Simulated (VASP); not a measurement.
A run of VASP 6.6.1 is set up as follows.

The input POSCAR:

```
Si
1.0
    0.0000000000      2.7135600000      2.7135600000
    2.7135600000      0.0000000000      2.7135600000
    2.7135600000      2.7135600000      0.0000000000
Si
2
Direct
    0.2500000000      0.2500000000      0.2500000000
    0.0000000000      0.0000000000      0.0000000000
```

INCAR.step1

```
SYSTEM = Si
PREC = Accurate ; ENCUT = 600
ISMEAR = -1 ; SIGMA = 0.08
LREAL = .FALSE. ; LASPH = .TRUE.
NELM = 60 ; GGA = PE
ALGO = Normal ; EDIFF = 1E-4
LWAVE = .TRUE. ; LCHARG = .FALSE.
```

INCAR.step2

```
SYSTEM = Si
PREC = Accurate ; ENCUT = 600
EDIFF = 1E-6 ; ISMEAR = -1
SIGMA = 0.08 ; LREAL = .FALSE.
LASPH = .TRUE. ; NELM = 60
ALGO = Normal ; ISIF = 3
LWAVE = .FALSE. ; LCHARG = .FALSE.
METAGGA = R2SCAN ; LMIXTAU = .TRUE.
IBRION = 2 ; NSW = 100
EDIFFG = -0.002 ; ISTART = 1
```

The input KPOINTS:

```
Automatic mesh
0
G
  12 12 12
  0 0 0
```

Potentials or basis: VASP PAW PBE potentials, release 64 (Si).

Command:

```console
$ cat potpaw_PBE.64/Si/POTCAR > POTCAR
$ cp INCAR.step1 INCAR
$ mpirun -np 1 vasp_std > vasp.out
$ cp INCAR.step2 INCAR
$ mpirun -np 1 vasp_std > vasp.out
```

(1) What does it give for the relaxed volume?

(2) Estimate the space group after relaxing (to 0.1 Å).

(3) Estimate the band gap on the k mesh.

Results:

(1) 20.12 Å³/atom.

(2) Fd-3m (No. 227).

(3) 0.78 eV (least direct gap 2.76 eV).

Caveat: semilocal functionals underestimate gaps, and a narrow one can read as zero; the PAW data sets were made with another functional, which shifts forces and pressure a little.
